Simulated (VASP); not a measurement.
The system is TiO2.

```
Ti O
1.0
     4.64328    0.00000    0.00000
     0.00000    4.64328    0.00000
     0.00000    0.00000    2.96388
Ti O
2 4
Cartesian
  0.0000 0.0000 0.0000
  2.3216 2.3216 1.4819
  1.4168 1.4168 0.0000
  0.9048 3.7384 1.4819
  3.2265 3.2265 0.0000
  3.7384 0.9048 1.4819
```

- Program: VASP 6.6.1
- Task: relaxation of cell and atoms
- Functional: PBEsol
- Potentials or basis: VASP PAW PBE potentials, release 64 (Ti_sv, O)
- Cutoff: 600 eV
- k mesh: 6 × 6 × 10
- Occupations: gaussian, width 0.02 eV
- Spin: no spin polarisation

At the start: pressure -6.4 GPa; volume 10.65 Å³/atom.

Problem. How do energy, volume and symmetry change on relaxing?

Solution. Over 12 steps the energy falls by 6.2 meV/atom and the volume is 10.34 Å³/atom (-2.9 %); space group P4_2/mnm (No. 136, to 0.1 Å) before and after.

Step by step:
```csv
step,energy change (eV),largest force (eV/Å),pressure (GPa),volume (Å³)
1,0.0000,0.0470,-6.36,63.90
2,0.0267,0.3609,9.24,60.07
3,-0.0348,0.1169,-0.13,62.22
4,-0.0348,0.1204,-0.05,62.18
5,-0.0370,0.0235,0.03,62.05
6,-0.0370,0.0084,0.10,62.01
7,-0.0371,0.0034,0.09,62.01
8,-0.0371,0.0006,0.10,62.02
9,-0.0371,0.0037,-0.12,62.07
10,-0.0371,0.0027,-0.07,62.05
11,-0.0371,0.0019,0.01,62.04
12,-0.0371,0.0024,-0.02,62.05
```

Final structure:
```xyz
6
Lattice="4.5932 0.0000 0.0000 0.0000 4.5932 0.0000 0.0000 0.0000 2.9410" Properties=species:S:1:pos:R:3 pbc="T T T"
Ti    0.0000    0.0000    0.0000
Ti    2.2966    2.2966    1.4705
O     1.3978    1.3978    0.0000
O     0.8988    3.6943    1.4705
O     3.1954    3.1954    0.0000
O     3.6943    0.8988    1.4705
```

Caveat: the PAW data sets were made with another functional, which shifts forces and pressure a little.
